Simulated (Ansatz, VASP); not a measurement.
# Al2Cu in VASP and in Ansatz

Contents of INCAR:

```
PREC = Accurate ; ENCUT = 520
EDIFF = 1E-7 ; ISMEAR = 0
SIGMA = 0.15 ; LREAL = F
LASPH = T ; NELM = 100
ALGO = Fast ; ISIF = 2
LWAVE = F ; LCHARG = F
GGA = CA ; NBANDS = 16
```

File KPOINTS:

```
regular mesh
0
Gamma
  10 10 14
```

POSCAR

```
Al2Cu
1.0
    4.0422638858      0.0000000000      0.0000000000
    0.0000000000      4.0422638858      0.0000000000
    0.0000000000      0.0000000000      2.8966000000
Al Cu
2 1
Direct
    0.5000000000      0.0000000000      0.5000000000
    0.0000000000      0.5000000000      0.5000000000
    0.0000000000      0.0000000000      0.0000000000
```

Input for Ansatz:

```yaml
crystal:
  lattice:
    - [4.0422638858, 0.0, 0.0]
    - [0.0, 4.0422638858, 0.0]
    - [0.0, 0.0, 2.8966]
  atoms:
    - { symbol: Al, position: [0.5, 0.0, 0.5] }
    - { symbol: Al, position: [0.0, 0.5, 0.5] }
    - { symbol: Cu, position: [0.0, 0.0, 0.0] }
basis:
  ecutwfc: 520.0
kpoints:
  mp_grid: { grid: [10, 10, 14] }
hamiltonian:
  xc: lda
  pseudopotentials: { kind: paw, azcp: { folder: soft_1 } }
scf:
  occupations: { method: gaussian, width: 0.15 }
output:
  forces: true
  stress: true
  eigenvalues: true
```

Alike in both runs: task single point; functional LDA; k mesh 10 × 10 × 14; occupations gaussian, width 0.15 eV; no spin polarisation.

```csv
,VASP,Ansatz
version,VASP 6.6.1,Ansatz 0.2.0
potentials or method,"VASP PAW LDA potentials, release 64 (Al, Cu), cutoff 520 eV","scalar-relativistic, plane waves, PAW"
valence electrons in the cell,17,25
```

```tsv
	VASP	Ansatz	Ansatz less VASP
gap on the k mesh at the Fermi level (eV)	none	none	-
pressure (GPa)	-2.2	-2.6	-0.39
traceless stress, the component that is largest in VASP (GPa)	-1.91	-1.94	-0.029
```

Ansatz warns that its potentials were made for another functional, while VASP's fit it. LDA's correlation is that of Perdew and Zunger in VASP and of Perdew and Wang (1992) in Ansatz. A gap of «none» marks a metal or a gap that the smearing closes. VASP's potentials hold 17 valence electrons a cell and Ansatz's 25, so a difference there can come from the potentials and not from the codes.
